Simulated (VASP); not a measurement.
Na2C3, 5 atoms in the cell. Symmetry: C2/m, No. 12, monoclinic system. The conventional cell has a = 5.437 Å, b = 5.362 Å, c = 5.514 Å, α = 90.00°, β = 104.70°, γ = 90.00°. Within 3.4 Å of Na (site symmetry m) lie 9 C at 2.57 to 3.17 Å and 2 Na at 3.26 to 3.39 Å. C (site symmetry m) has 1 C at 1.32 Å within 1.8 Å. C (site symmetry 2/m) has 2 C at 1.32 Å within 1.8 Å. 

| Item | Value |
| --- | --- |
| Program | VASP 6.6.1 |
| Task | single point |
| Functional | PBE |
| Potentials or basis | VASP PAW PBE potentials, release 64 (Na_pv, C) |
| Cutoff | 520 eV |
| k mesh | 6 × 6 × 4 |
| Occupations | gaussian, width 0.1 eV |
| Spin | collinear spin, ferromagnetic start |
| Starting moments | [0.0, 0.0, 1.0, 1.0, 1.0] μB |
| Dipole correction | no |
| Further INCAR settings | ALGO = Normal; EDIFF = 1e-06; NBANDS = 25 |

Potentials or basis: VASP PAW PBE potentials, release 64 (Na_pv, C).

Launch:

```sh
$ cat potpaw_PBE.64/Na_pv/POTCAR potpaw_PBE.64/C/POTCAR > POTCAR
$ mpirun -np 1 vasp_std > vasp.out
```

Hardware: 1 thread of Oxide Virtual Turin-like Processor, with other jobs on the host.

Problem. Estimate the wall time of this run.

Solution. Wall time 3.5 min on 1 thread of Oxide Virtual Turin-like Processor, with other jobs on the host, peak memory 0.24 GiB. Counts: scf iterations 15, k points 47.
